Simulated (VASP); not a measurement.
Set up this calculation in VASP 6.6.1, as the native input.

| Item | Value |
| --- | --- |
| Task | single point |
| Functional | PBE |
| Potentials or basis | VASP PAW PBE potentials, release 64 (Zn, Cu_sv_GW) |
| Cutoff | 820 eV |
| k mesh | 14 × 14 × 14 |
| Occupations | gaussian, width 0.1 eV |
| Spin | no spin polarisation |
| Dipole correction | no |
| Further INCAR settings | ALGO = Normal; EDIFF = 1e-06; NBANDS = 22 |

The structure of ZnCu lies in POSCAR:

```
ZnCu
1.0
    2.9925229499      0.0000000000      0.0000000000
    0.0000000000      2.9925229499      0.0000000000
    0.0000000000      0.0000000000      2.9925229499
Zn Cu
1 1
Direct
    0.5000000000      0.5000000000      0.5000000000
    0.0000000000      0.0000000000      0.0000000000
```

The input as run:

INCAR

```
ALGO = Normal
EDIFF = 1E-6
ENCUT = 820
GGA = PE
GGA_COMPAT = F
ISIF = 2
ISMEAR = 0
LASPH = T
LCHARG = F
LREAL = F
LWAVE = F
NBANDS = 22
NELM = 120
PREC = Accurate
SIGMA = 0.1
```

KPOINTS

```
k-points
0
Gamma
  14 14 14
```

Potentials or basis: VASP PAW PBE potentials, release 64 (Zn, Cu_sv_GW).

Launch:

```sh
$ cat potpaw_PBE.64/Zn/POTCAR potpaw_PBE.64/Cu_sv_GW/POTCAR > POTCAR
$ mpirun -np 1 vasp_std > vasp.out
```

Results of the run:

```json
{
 "Pressure": "-3.6 GPa",
 "Band gap on the k mesh": "zero (an odd number of electrons rules out a gap without spin polarisation)"
}
```

Caveat: the cell stands under tension.

Wall time 52 s on 1 thread of Intel(R) Xeon(R) 6975P-C (Granite Rapids) (shared host), peak memory 0.3 GiB.
